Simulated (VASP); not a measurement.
Wanted: the native input for a VASP 6.6.1 run.

| Property | Result |
| --- | --- |
| Task | single point |
| Functional | PBE |
| Potentials or basis | VASP PAW PBE potentials, release 64 (Li_sv, F) |
| Cutoff | 520 eV |
| k mesh | 14 × 14 × 14 |
| Occupations | fermi-dirac, width 0.03 eV |
| Spin | no spin polarisation |
| Dipole correction | no |
| Further INCAR settings | ALGO = Normal; EDIFF = 1e-06; NBANDS = 12 |

The structure of LiF (rocksalt type) lies in POSCAR:

```
LiF
1.0
    0.0000000000      2.0674029637      2.0674029637
    2.0674029637      0.0000000000      2.0674029637
    2.0674029637      2.0674029637      0.0000000000
Li F
1 1
Direct
    0.0000000000      0.0000000000      0.0000000000
    0.5000000000      0.5000000000      0.5000000000
```

One way to write it, as run:

INCAR

```
ALGO = Normal
EDIFF = 1E-6
ENCUT = 520
GGA = PE
ISIF = 2
ISMEAR = -1
LASPH = True
LCHARG = False
LREAL = False
LWAVE = False
NBANDS = 12
NELM = 60
PREC = Accurate
SIGMA = 0.03
```

KPOINTS

```
k-points
0
Gamma
  14 14 14
```

Potentials or basis: VASP PAW PBE potentials, release 64 (Li_sv, F).

Launch:

```bash
$ cat potpaw_PBE.64/Li_sv/POTCAR potpaw_PBE.64/F/POTCAR > POTCAR
$ mpirun -np 1 vasp_std > vasp.out
```

Results of the run:

```yaml
Band_gap_on_the_k_mesh: 8.42 eV
```

Wall time 32 s on 1 thread of Intel Xeon 8259CL, on a shared host, peak memory 0.14 GiB.
